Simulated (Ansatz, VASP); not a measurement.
# ZrSi2O6 in VASP and in Ansatz

Contents of INCAR:

```
PREC     = Accurate       # precision mode
ENCUT    = 520            # plane-wave cutoff, eV
EDIFF    = 1E-7           # SCF threshold, eV
ISMEAR   = 0              # smearing method
SIGMA    = 0.02           # smearing width, eV
LREAL    = F              # projectors in reciprocal space
LASPH    = T              # aspherical terms in the spheres
NELM     = 60             # most SCF steps
ALGO     = Normal         # electronic algorithm
ISIF     = 2              # what is computed and relaxed
LWAVE    = F              # write WAVECAR
LCHARG   = F              # write CHGCAR
GGA      = PE             # functional
NBANDS   = 38             # bands
```

File KPOINTS:

```
Automatic mesh
0
Gamma
  12 12 4
```

The input POSCAR:

```
ZrSi2O6
1.0
    3.5803680024      0.0000000000      0.0000000000
   -1.7901840012      3.1006896450      0.0000000000
    0.0000000000      0.0000000000      7.4484819053
Zr Si O
1 2 6
Direct
    0.0000000000      0.0000000000      0.0000000000
    0.3333333333      0.6666666667      0.6488988786
    0.6666666667      0.3333333333      0.3511011214
    0.3333333333      0.6666666667      0.8913126418
    0.6666666667      0.3333333333      0.5814892098
    0.0000000000      0.0000000000      0.2850903219
    0.0000000000      0.0000000000      0.7149096781
    0.3333333333      0.6666666667      0.4185107902
    0.6666666667      0.3333333333      0.1086873582
```

Input for Ansatz:

```yaml
crystal:
  lattice:
    - [3.5803680024, 0.0, 0.0]
    - [-1.7901840012, 3.100689645, 0.0]
    - [0.0, 0.0, 7.4484819053]
  atoms:
    - { symbol: Zr, position: [0.0, 0.0, 0.0] }
    - { symbol: Si, position: [0.3333333333, 0.6666666667, 0.6488988786] }
    - { symbol: Si, position: [0.6666666667, 0.3333333333, 0.3511011214] }
    - { symbol: O, position: [0.3333333333, 0.6666666667, 0.8913126418] }
    - { symbol: O, position: [0.6666666667, 0.3333333333, 0.5814892098] }
    - { symbol: O, position: [0.0, 0.0, 0.2850903219] }
    - { symbol: O, position: [0.0, 0.0, 0.7149096781] }
    - { symbol: O, position: [0.3333333333, 0.6666666667, 0.4185107902] }
    - { symbol: O, position: [0.6666666667, 0.3333333333, 0.1086873582] }
basis:
  ecutwfc: 420
kpoints:
  mp_grid: { grid: [12, 12, 4] }
  band_path:
    path:
      - [[0.0, 0.0, 0.0], [0.5, 0.0, 0.0], [0.33333333, 0.33333333, 0.0], [0.0, 0.0, 0.0], [0.0, 0.0, 0.5], [0.5, 0.0, 0.5], [0.33333333, 0.33333333, 0.5], [0.0, 0.0, 0.5]]
      - [[0.5, 0.0, 0.5], [0.5, 0.0, 0.0]]
      - [[0.33333333, 0.33333333, 0.5], [0.33333333, 0.33333333, 0.0]]
    npoints: 14
hamiltonian:
  xc: pbe
scf:
  occupations: { method: gaussian, width: 0.02 }
  n_extra_bands: 22
output:
  forces: true
  stress: true
  eigenvalues: true
  populations: true
  dos: { projected: true, de: 0.02, nscf_kmesh: { grid: [18, 18, 6] } }
  bader: true
  write_density: true
  write_potential: true
  elf: true
  volumetric_format: npy
```

Alike in both runs: task single point; functional PBE; k mesh 12 × 12 × 4; occupations gaussian, width 0.02 eV; no spin polarisation.

|  | VASP | Ansatz |
| --- | --- | --- |
| version | VASP 6.6.1 | Ansatz 0.2.0 |
| potentials or method | VASP PAW PBE potentials, release 64 (Zr_sv, Si, O), cutoff 520 eV | scalar-relativistic, plane waves, PAW |
| valence electrons in the cell | 56 | 56 |

Ansatz gave:

| Property | Result |
| --- | --- |
| gap on the k mesh at the Fermi level (eV) | 1.71 |
| least direct gap on the mesh (eV) | 1.71 |
| pressure (GPa) | 0.0 |
| traceless stress, the component that is largest in VASP (GPa) | 0.02 |
| rms of the force components (eV/Å) | 0.002 |

**Question.** Which values does VASP return?

**Answer.** gap on the k mesh at the Fermi level (eV): 1.70; least direct gap on the mesh (eV): 1.70; pressure (GPa): 0.4; traceless stress, the component that is largest in VASP (GPa): 0.53; rms of the force components (eV/Å): 0.022.

Atom by atom the forces differ by 0.024 eV/Å (rms over components).
